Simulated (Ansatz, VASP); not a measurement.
**TcN2: VASP beside Ansatz**

The input INCAR:

```
SYSTEM = TcN2
PREC = Accurate
ENCUT = 600
EDIFF = 1E-6
ISMEAR = 0
SIGMA = 0.15
LREAL = .FALSE.
LASPH = .TRUE.
NELM = 120
ALGO = Normal
ISIF = 2
LWAVE = .FALSE.
LCHARG = .FALSE.
GGA = PE
NBANDS = 18
GGA_COMPAT = .FALSE.
```

File KPOINTS:

```
regular mesh
0
G
  9 9 9
  0 0 0
```

File POSCAR:

```
TcN2
1.0
    0.0000000000      2.4445500000      2.4445500000
    2.4445500000      0.0000000000      2.4445500000
    2.4445500000      2.4445500000      0.0000000000
Tc N
1 2
Direct
    0.0000000000      0.0000000000      0.0000000000
    0.7500000000      0.7500000000      0.7500000000
    0.2500000000      0.2500000000      0.2500000000
```

Input for Ansatz:

```yaml
crystal:
  lattice:
    bravais: fcc
    a: 4.8891
  space_group: 225
  atoms:
    - { symbol: Tc, position: [0.0, 0.0, 0.0] }
    - { symbol: "N", position: [0.25, 0.25, 0.75] }
  reduce_to_primitive: true
kpoints:
  mp_grid:
    grid: [9, 9, 9]
hamiltonian:
  xc: pbe
  pseudopotentials:
    kind: paw
scf:
  convergence:
    dr2_threshold: 1.0e-07
  occupations:
    method: gaussian
    width: 0.15
output:
  forces: true
  stress: true
```

Alike in both runs: task single point; functional PBE; k mesh 9 × 9 × 9; occupations gaussian, width 0.15 eV; no spin polarisation.

|  | VASP | Ansatz |
| --- | --- | --- |
| version | VASP 6.6.1 | Ansatz 0.2.0 |
| potentials or method | VASP PAW PBE potentials, release 64 (Tc_pv, N) | plane waves, PAW |
| plane-wave cutoff (eV) | 600 | 500 |
| valence electrons in the cell | 23 | 25 |

```csv
,VASP,Ansatz,Ansatz less VASP
pressure (GPa),-5.7,-4.9,+0.87
```

VASP's potentials hold 23 valence electrons a cell and Ansatz's 25, so a difference there can come from the potentials and not from the codes. Ansatz's warnings: stress scf threshold loose.
